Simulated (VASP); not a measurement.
Input of a VASP 6.6.1 run:

INCAR

```
SYSTEM = LaB6
ALGO = Normal
EDIFF = 1E-6
ENCUT = 520
GGA = PE
ISIF = 2
ISMEAR = -1
IVDW = 12
LASPH = .True.
LCHARG = .False.
LREAL = .False.
LWAVE = .False.
NBANDS = 24
NELM = 80
PREC = Accurate
SIGMA = 0.1
```

File KPOINTS:

```
k-points
0
Gamma
  4 4 4
  0 0 0
```

POSCAR

```
LaB6
1.0
    4.1570000000      0.0000000000      0.0000000000
    0.0000000000      4.1570000000      0.0000000000
    0.0000000000      0.0000000000      4.1570000000
La B
1 6
Direct
    0.0051527765     -0.0051469988      0.0051527765
    0.2050536836      0.4948403390      0.5051461542
    0.5051187544      0.1947429842      0.5051187544
    0.8052573458      0.4948475537      0.5051695991
    0.5051856863      0.7949442291      0.5051856863
    0.5051461542      0.4948403390      0.2050536836
    0.5051695991      0.4948475537      0.8052573458
```

Potentials or basis: VASP PAW PBE potentials, release 64 (La, B).

Run with:

```bash
$ cat potpaw_PBE.64/La/POTCAR potpaw_PBE.64/B/POTCAR > POTCAR
$ mpirun -np 1 vasp_std > vasp.out
```

Question: Predict the pressure.

Answer: -4.1 GPa.

Question: Estimate the largest force.

Answer: 0.043 eV/Å.

Question: What does it give for the dispersion energy per atom?

Answer: -0.258 eV.

Forces in eV/Å, atoms in the order of the input:
```
La   0.000  0.000  0.000
B   -0.043  0.001  0.001
B    0.002 -0.043  0.002
B    0.043 -0.001 -0.001
B   -0.002  0.043 -0.002
B    0.001  0.001 -0.043
B   -0.001 -0.001  0.043
```

Caveat: the k points lie up to 0.38 Å⁻¹ apart; pairwise dispersion overbinds metals, which lowers pressure and volume.
